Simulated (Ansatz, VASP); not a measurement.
## Two plane-wave programs on KTaO3

```
K Ta O
1.0
     4.11863    0.00000    0.00000
     0.00000    4.21281    0.00000
     0.00000    0.00000    4.02485
K Ta O
1 1 3
Cartesian
  2.0593 2.1064 2.0124
  0.0000 0.0000 0.0000
  2.0593 0.0000 0.0000
  0.0000 2.1064 0.0000
  0.0000 0.0000 2.0124
```

Change from the starting cell: normal strain along x +0.0233, normal strain along y +0.0467.

Alike in both runs: task single point; functional PBE; k mesh 8 × 8 × 8; occupations gaussian, width 0.05 eV; no spin polarisation.

|  | VASP | Ansatz |
| --- | --- | --- |
| version | VASP 6.6.1 | Ansatz 0.2.0 |
| potentials or method | VASP PAW PBE potentials, release 64 (K_sv, Ta_pv, O), cutoff 520 eV | scalar-relativistic, plane waves, PAW |
| valence electrons in the cell | 38 | 40 |

VASP gave:

| Quantity | Value |
| --- | --- |
| gap on the k mesh at the Fermi level (eV) | 1.89 |
| least direct gap on the mesh (eV) | 2.51 |
| pressure (GPa) | -10.3 |
| traceless stress, the component that is largest in VASP (GPa) | 6.11 |

Which values does Ansatz return?

gap on the k mesh at the Fermi level (eV): 1.93; least direct gap on the mesh (eV): 2.54; pressure (GPa): -10.6; traceless stress, the component that is largest in VASP (GPa): 6.02.

VASP's potentials hold 38 valence electrons a cell and Ansatz's 40, so a difference there can come from the potentials and not from the codes.

Neither program's run includes spin-orbit coupling.
